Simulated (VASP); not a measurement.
# ZnSe (F-43m) in VASP: phonons with r2SCAN

Aim: the phonons of ZnSe with r2SCAN.

All numbers are computed with VASP 6.6.1; they aren't measurements. Logs are shortened: lines on timing, memory, paths and dates and some standing lists are left out, and cuts for length are marked.

### 1 The cell of the first run

The structure is cubic, space group F-43m (No. 216). Conventional cell: a = 5.666 Å, b = 5.666 Å, c = 5.666 Å, α = 90.00°, β = 90.00°, γ = 90.00°. Zn (site symmetry -43m) has 4 Se at 2.45 Å within 3.2 Å. Within 3.2 Å of Se (site symmetry -43m) lie 4 Zn at 2.45 Å.

### 2 Phonons, r2SCAN (zone-centre modes of this cell by finite displacements)

Input file INCAR:

```
SYSTEM = ZnSe
  PREC = Accurate
  ENCUT = 520
  EDIFF = 1E-8
  ISMEAR = 0
  SIGMA = 0.05
  LREAL = .FALSE.
  LASPH = .TRUE.
  NELM = 60
  ALGO = Normal
  ISIF = 2
  LWAVE = .FALSE.
  LCHARG = .TRUE.
  METAGGA = R2SCAN
  LMIXTAU = .TRUE.
  NBANDS = 16
  IBRION = 6
  NFREE = 2
  POTIM = 0.015
  NSW = 1
```

Input file KPOINTS:

```
regular mesh
0
G
  8 8 8
  0 0 0
```

Input file POSCAR:

```
ZnSe
1.0
    0.0000000000      2.8329452336      2.8329452336
    2.8329452336      0.0000000000      2.8329452336
    2.8329452336      2.8329452336      0.0000000000
Zn Se
1 1
Direct
    0.0000000000      0.0000000000      0.0000000000
    0.7500000000      0.7500000000      0.7500000000
```

Potentials or basis: VASP PAW PBE potentials, release 64 (Zn, Se).

On the command line:

```
$ cat potpaw_PBE.64/Zn/POTCAR potpaw_PBE.64/Se/POTCAR > POTCAR
$ mpirun -np 1 vasp_std > vasp.out
```

OUTCAR:

```text
SYSTEM = ZnSe
   PREC = Accurate
   ENCUT = 520
   EDIFF = 1E-8
   ISMEAR = 0
   LREAL = .FALSE.
   LASPH = .TRUE.
   NELM = 60
   ISIF = 2
   METAGGA = R2SCAN
   IBRION = 6
   NFREE = 2
   POTIM = 0.015
   NSW = 1

 ion  position               nearest neighbor table
   1  0.000  0.000  0.000-   2 2.45   2 2.45   2 2.45   2 2.45
   2  0.750  0.750  0.750-   1 2.45   1 2.45   1 2.45   1 2.45

  LATTYP: Found a face centered cubic cell.
 ALAT       =     5.6658904672

  Lattice vectors:

 A1 = (   0.0000000000,   2.8329452336,   2.8329452336)
 A2 = (   2.8329452336,   0.0000000000,   2.8329452336)
 A3 = (   2.8329452336,   2.8329452336,   0.0000000000)

Analysis of symmetry for initial positions (statically):
=====================================================================
 Subroutine PRICEL returns:
 Original cell was already a primitive cell.

 Routine SETGRP: Setting up the symmetry group for a
 face centered cubic supercell.

 Subroutine GETGRP returns: Found 24 space group operations
 (whereof 24 operations were pure point group operations)
 out of a pool of 48 trial point group operations.

The static configuration has the point symmetry T_d .

Analysis of symmetry for dynamics (positions and initial velocities):
=====================================================================
 Subroutine PRICEL returns:
 Original cell was already a primitive cell.

 Routine SETGRP: Setting up the symmetry group for a
 face centered cubic supercell.

 Subroutine GETGRP returns: Found 24 space group operations
 (whereof 24 operations were pure point group operations)
 out of a pool of 48 trial point group operations.

The dynamic configuration has the point symmetry T_d .

 Subroutine INISYM returns: Found 24 space group operations
 (whereof 24 operations are pure point group operations),
 and found     1 'primitive' translations

----------------------------------------------------------------------------------------
[... 146 lines left out ...]

  FORCE on cell =-STRESS in cart. coord.  units (eV):
  Direction    XX          YY          ZZ          XY          YZ          ZX
  --------------------------------------------------------------------------------------
  -------------------------------------------------------------------------------------
  Total        0.0229362      0.0229362      0.0229362      0.0000000      0.0000000      0.0000000
  in kB        0.8081404      0.8081404      0.8081404      0.0000000      0.0000000      0.0000000
  external PRESSURE =       0.8081404 kB  Pullay stress =       0.0000000 kB
[... 131 lines left out ...]
--------------------------------------- Ionic step        5  -------------------------------------------

 number of electron      18.0000010 magnetization

 Free energy of the ion-electron system (eV)
  ---------------------------------------------------
  ext. energy  EPLUGINS =         0.00000000
  ---------------------------------------------------
  free energy    TOTEN  =       -24.90860673 eV

  energy without entropy =      -24.90860673  energy(sigma->0) =      -24.90860673

 E-fermi :   1.5335     XC(G=0):  -9.9243

 val. band max:        1.3226686265   @ k =   0.0000   0.0000   0.0000
 cond. band min:       3.1770339390   @ k =   0.0000   0.0000   0.0000
 fundamental gap:      1.8543653125
 Fermi energy:         1.5335433422

 k-point     1 :       0.0000    0.0000    0.0000
  band No.  band energies     occupation
      1     -12.4137      2.00000
      2      -5.3999      2.00000
      3      -5.3914      2.00000
      4      -5.3829      2.00000
      5      -4.9834      2.00000
      6      -4.9833      2.00000
[... 433 lines left out ...]
      3      -5.2461      2.00000
      4      -5.0179      2.00000
      5      -4.9764      2.00000
      6      -4.7746      2.00000
[... 8 lines left out ...]
     15      14.7507      0.00000
     16      15.6331      0.00000

 [... further k-points ...]
[... 5 lines left out ...]
  --------------------------------------------------------------------------------------
  -------------------------------------------------------------------------------------
  Total        0.0234937      0.0251711      0.0251711      0.0000000     -0.0805730      0.0000000
  in kB        0.8277834      0.8868886      0.8868886      0.0000000     -2.8389366      0.0000000
  external PRESSURE =       0.8671868 kB  Pullay stress =       0.0000000 kB
[... 17 lines left out ...]
  FREE ENERGIE OF THE ION-ELECTRON SYSTEM (eV)
  ---------------------------------------------------
  free  energy   TOTEN  =       -24.9086067273 eV

  energy  without entropy=      -24.9086067273  energy(sigma->0) =      -24.90860673

 INTERNAL STRAIN TENSORS FROM DISPLACED ATOMS
 ============================================

 INTERNAL STRAIN TENSOR FOR ION    1 for displacements in x,y,z  (eV/Angst):
          X           Y           Z          XY          YZ          ZX
  --------------------------------------------------------------------------------
  x    -0.00000     0.00000     0.00000     0.00000    -6.02665     0.00000
  y    -0.00000    -0.00000    -0.00000     0.00000     0.00000    -6.02665
  z     0.00000     0.00000    -0.00000    -6.02665     0.00000     0.00000

 INTERNAL STRAIN TENSOR FOR ION    2 for displacements in x,y,z  (eV/Angst):
          X           Y           Z          XY          YZ          ZX
  --------------------------------------------------------------------------------
  x    -0.00000    -0.00000    -0.00000     0.00000     5.32888     0.00000
  y    -0.00000    -0.00000    -0.00000     0.00000     0.00000     5.32888
  z    -0.00000    -0.00000    -0.00000     5.32888     0.00000     0.00000

 Eigenvectors and eigenvalues of the dynamical matrix
 ----------------------------------------------------

   1 f  =    6.143501 THz    38.600753 2PiTHz  204.925122 cm-1    25.407466 meV
             X         Y         Z           dx          dy          dz
      0.000000  0.000000  0.000000     0.000000    0.740231    0.000000
      4.249418  4.249418  4.249418     0.000000   -0.672352    0.000000
[... 21 lines left out ...]
   6 f/i=    0.005793 THz     0.036400 2PiTHz    0.193242 cm-1     0.023959 meV
             X         Y         Z           dx          dy          dz
      0.000000  0.000000  0.000000     0.000000    0.000000   -0.672352
      4.249418  4.249418  4.249418     0.000000    0.000000   -0.740231

 ELASTIC MODULI CONTR FROM IONIC RELAXATION (kBar)
 Direction    XX          YY          ZZ          XY          YZ          ZX
 --------------------------------------------------------------------------------
 XX          -0.0000      0.0000      0.0000      0.0000     -0.0000     -0.0000
 YY           0.0000     -0.0000     -0.0000      0.0000      0.0000     -0.0000
 ZZ           0.0000     -0.0000     -0.0000     -0.0000      0.0000     -0.0000
 XY           0.0000      0.0000     -0.0000   -205.6914     -0.0000     -0.0000
 YZ          -0.0000      0.0000      0.0000     -0.0000   -205.6914     -0.0000
 ZX          -0.0000     -0.0000     -0.0000     -0.0000     -0.0000   -205.6914
 --------------------------------------------------------------------------------
```

OSZICAR:

```text
N       E                     dE             d eps       ncg     rms          rms(c)
DAV:   1     0.659763940412E+02    0.65976E+02   -0.89465E+03   928   0.129E+03
DAV:   2    -0.220830740279E+02   -0.88059E+02   -0.83295E+02  1032   0.254E+02
DAV:   3    -0.276460319687E+02   -0.55630E+01   -0.55429E+01  1120   0.632E+01
DAV:   4    -0.276882399551E+02   -0.42208E-01   -0.42204E-01  1160   0.583E+00
[... 67 lines left out ...]
DAV:   6    -0.249086052305E+02    0.97921E-07   -0.45131E-06  4072   0.183E-02    0.255E-03
DAV:   7    -0.249086064014E+02   -0.11709E-05   -0.20879E-06  3200   0.111E-02    0.938E-04
DAV:   8    -0.249086063172E+02    0.84251E-07   -0.24609E-07  3336   0.452E-03    0.485E-04
DAV:   9    -0.249086067194E+02   -0.40221E-06   -0.17344E-07  3368   0.335E-03    0.566E-04
DAV:  10    -0.249086067273E+02   -0.79369E-08   -0.81913E-09  2856   0.814E-04
   5 F= -.24908607E+02 E0= -.24908607E+02  d E =-.109894E-11
```

stdout:

```text
POSCAR found type information on POSCAR ZnSe
 POSCAR found :  2 types and       2 ions
 scaLAPACK will be used
 -----------------------------------------------------------------------------
|                                                                             |
|                                                                             |
|     You enforced a specific xc type in the INCAR file but a different       |
|     I HOPE YOU KNOW WHAT YOU ARE DOING!                                     |
|                                                                             |
 -----------------------------------------------------------------------------

 LDA part: xc-table for (None), standard interpolation
 POSCAR, INCAR and KPOINTS ok, starting setup
 FFT: planning ... GRIDC
 FFT: planning ... GRID_SOFT
 FFT: planning ... GRID
 WAVECAR not read
 entering main loop
 Found     2 degrees of freedom:
 Finite differences POTIM= 0.01500 DOF=   2
 bond charge predicted
 Finite differences progress:
 bond charge predicted
 Finite differences progress:
 bond charge predicted
 Finite differences progress:
 bond charge predicted
 Finite differences progress:
```

Wall time 14 min (1 thread of Intel Xeon 6975P-C, shared host); peak memory 0.26 GiB.

Results:

```
Highest phonon frequency at Γ, LO-TO splitting left out : 205 cm⁻¹
```

Phonon frequencies in cm⁻¹ (negative: imaginary):
| q point | frequencies |
| --- | --- |
| (0.000, 0.000, 0.000) | 0 0 0 205 205 205 |

Caveat: the cell differs from its parent crystal (zone-centre modes of this cell by finite displacements); the PAW data sets were made with another functional, which shifts forces and pressure a little.
